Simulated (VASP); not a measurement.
Wanted: the native input for a VASP 6.6.1 run.

```yaml
Task: relaxation of cell and atoms
Functional: PBE
Potentials_or_basis: VASP PAW PBE potentials, release 64 (Sb, Se)
Cutoff: 500 eV
k_mesh: 3 × 3 × 2
Occupations: gaussian, width 0.15 eV
Spin: no spin polarisation
Dipole_correction: no
Further_INCAR_settings: ALGO = Normal; EDIFF = 1e-07; IBRION = 2; EDIFFG = -0.08; NSW = 36; ISIF = 3
```

The structure of Sb2Se3 lies in POSCAR:

```
Sb2Se3
1.0
    2.7123765400     -4.1819946900      0.0000000000
    2.7123765400      4.1819946900      0.0000000000
    0.0000000000      0.0000000000      7.7398158200
Sb Se
2 3
Direct
    0.0000000000      0.0000000000      0.2503627600
    0.0000000000      0.0000000000      0.7496372400
    0.8574230300      0.1425769700      0.5000000000
    0.1425769700      0.8574230300      0.5000000000
    0.5000000000      0.5000000000      0.5000000000
```

The cell was built from a structure type or drawn by symmetry, and may not be a known phase.

These files were run (other wordings do the same):

INCAR

```
SYSTEM = Sb2Se3
ALGO     = Normal         ! electronic algorithm
EDIFF    = 1E-7           ! SCF threshold, eV
EDIFFG   = -0.08          ! ionic threshold
ENCUT    = 500            ! plane-wave cutoff, eV
GGA      = PE             ! functional
GGA_COMPAT= .FALSE.      
IBRION   = 2              ! ionic algorithm
ISIF     = 3              ! what is computed and relaxed
ISMEAR   = 0              ! smearing method
LASPH    = .TRUE.         ! aspherical terms in the spheres
LCHARG   = .FALSE.        ! write CHGCAR
LREAL    = .FALSE.        ! projectors in reciprocal space
LWAVE    = .FALSE.        ! write WAVECAR
NELM     = 120            ! most SCF steps
NELMIN   = 4            
NSW      = 36             ! ionic steps
PREC     = Accurate       ! precision mode
SIGMA    = 0.15           ! smearing width, eV
```

KPOINTS

```
k-points
0
G
  3 3 2
  0 0 0
```

Potentials or basis: VASP PAW PBE potentials, release 64 (Sb, Se).

Command:

```bash
$ cat potpaw_PBE.64/Sb/POTCAR potpaw_PBE.64/Se/POTCAR > POTCAR
$ mpirun -np 1 vasp_std > vasp.out
```

Results of the run:

```json
{
  "Relaxed volume": "42.89 Å³/atom",
  "Relaxed cell": "a = 5.926 Å, b = 5.926 Å, c = 7.287 Å, α = 90.00°, β = 90.00°, γ = 123.07°",
  "Space group after relaxing (to 0.1 Å)": "Cmmm (No. 65)",
  "Energy gained by relaxing": "1401.2 meV/atom",
  "Ionic steps": "27",
  "Pressure after relaxing": "-0.1 GPa",
  "Largest force after relaxing": "0.025 eV/Å",
  "Band gap on the k mesh": "zero (bands 14 and 15 overlap by 0.21 eV)"
}
```

Caveat: the k points lie up to 0.43 Å⁻¹ apart in the final cell; the volume moved by over 15 % at a fixed basis, so the end points are rough; spin-orbit coupling is left out, which moves the levels of the heavy elements; this functional lacks dispersion, which binds the layers, so the pressure and a relaxed spacing across them are unreliable.

Run time: 5.4 min on 1 thread of Intel(R) Xeon(R) 6975P-C (Granite Rapids), on a shared host, peak memory 0.27 GiB.
